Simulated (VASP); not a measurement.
Crystal: Li3ScCl3.

```xyz
14
Lattice="3.5061 0.0000 0.0000 -1.7530 3.0364 0.0000 0.0000 0.0000 17.1850" Properties=species:S:1:pos:R:3 pbc="T T T"
Li    0.0000    0.0000   13.9628
Li    0.0000    0.0000    5.3703
Li    0.0000    2.0242   16.8275
Li    1.7530    1.0121    8.2350
Li    0.0000    2.0242   11.0981
Li    1.7530    1.0121    2.5056
Sc    0.0000    2.0242    4.2962
Sc    1.7530    1.0121   12.8887
Cl    0.0000    0.0000   11.8147
Cl    0.0000    0.0000    3.2222
Cl    0.0000    2.0242   14.6794
Cl    1.7530    1.0121    6.0869
Cl    0.0000    2.0242    8.9499
Cl    1.7530    1.0121    0.3574
```

The cell was generated, and may not be a known phase.

- Program: VASP 6.6.1
- Task: relaxation of cell and atoms
- Functional: PBE
- Potentials or basis: VASP PAW PBE potentials, release 64 (Li_sv, Sc_sv, Cl)
- Cutoff: 600 eV
- k mesh: 6 × 6 × 1
- Occupations: gaussian, width 0.1 eV
- Spin: no spin polarisation

At the start: pressure 29.4 GPa; volume 13.07 Å³/atom.

**Question.** How do energy, volume and symmetry change on relaxing?

**Answer.** Over 28 steps the energy falls by 775.9 meV/atom and the volume is 20.01 Å³/atom (+53.1 %); space group P6_3mc (No. 186, to 0.1 Å) before and after.

Step by step:
| step | energy change (eV) | largest force (eV/Å) | pressure (GPa) | volume (Å³) |
| --- | --- | --- | --- | --- |
| 1 | 0.0000 | 2.8153 | 29.38 | 182.95 |
| 2 | -6.0094 | 1.0245 | 2.99 | 253.99 |
| 3 | -6.2302 | 1.0499 | 1.24 | 267.73 |
| 4 | -6.3110 | 1.1219 | -0.79 | 296.67 |
| 5 | -6.3227 | 1.1121 | -0.34 | 288.33 |
| 6 | -6.7425 | 1.2350 | -0.24 | 289.56 |
| 7 | -8.0746 | 0.8383 | -0.40 | 292.42 |
| 8 | -9.0213 | 1.1632 | 0.23 | 294.57 |
| 9 | -9.0555 | 1.1739 | -0.06 | 294.53 |
| 10 | -9.4871 | 1.0701 | -0.20 | 295.29 |
| 11 | -9.8947 | 0.7500 | -0.41 | 296.18 |
| 12 | -9.5991 | 1.0692 | -0.27 | 297.00 |
| 13 | -9.9964 | 0.7409 | -0.49 | 296.51 |
| 14 | -10.3756 | 0.7969 | -0.62 | 293.06 |
| 15 | -10.4637 | 0.7372 | -0.39 | 290.42 |
| 16 | -10.4662 | 0.7561 | -0.46 | 290.87 |
| 17 | -10.6391 | 0.4676 | -0.08 | 286.36 |
| 18 | -10.6872 | 0.3318 | 0.39 | 282.37 |
| 19 | -10.6884 | 0.3453 | 0.31 | 282.96 |
| 20 | -10.7539 | 0.2362 | -0.02 | 284.55 |
| 21 | -10.7634 | 0.2953 | -0.18 | 285.41 |
| 22 | -10.8014 | 0.2518 | -0.16 | 284.21 |
| 23 | -10.8346 | 0.1556 | -0.08 | 281.78 |
| 24 | -10.8478 | 0.1497 | 0.11 | 280.14 |
| 25 | -10.8479 | 0.1522 | 0.12 | 279.99 |
| 26 | -10.8587 | 0.0763 | 0.01 | 280.43 |
| 27 | -10.8601 | 0.0821 | -0.04 | 280.65 |
| 28 | -10.8620 | 0.0205 | 0.00 | 280.15 |

Final structure:
```
CELL_PARAMETERS angstrom
3.66582 0.00000 0.00000
-1.83291 3.17469 0.00000
0.00000 0.00000 24.07255
ATOMIC_POSITIONS crystal
Li 0.00000 0.00000 0.84567
Li 0.00000 0.00000 0.34567
Li 0.33333 0.66667 0.98266
Li 0.66667 0.33333 0.48266
Li 0.33333 0.66667 0.61633
Li 0.66667 0.33333 0.11633
Sc 0.33333 0.66667 0.23615
Sc 0.66667 0.33333 0.73615
Cl 0.00000 0.00000 0.65692
Cl 0.00000 0.00000 0.15692
Cl 0.33333 0.66667 0.88921
Cl 0.66667 0.33333 0.38921
Cl 0.33333 0.66667 0.52306
Cl 0.66667 0.33333 0.02306
```

Caveat: the k points lie up to 0.33 Å⁻¹ apart in the final cell; the cutoff is under 1.25 times the usual one of these potentials, so pressure, stress and relaxed cells hold a basis-set (Pulay) error; the volume moved by over 15 % at a fixed basis, so the end points are rough.
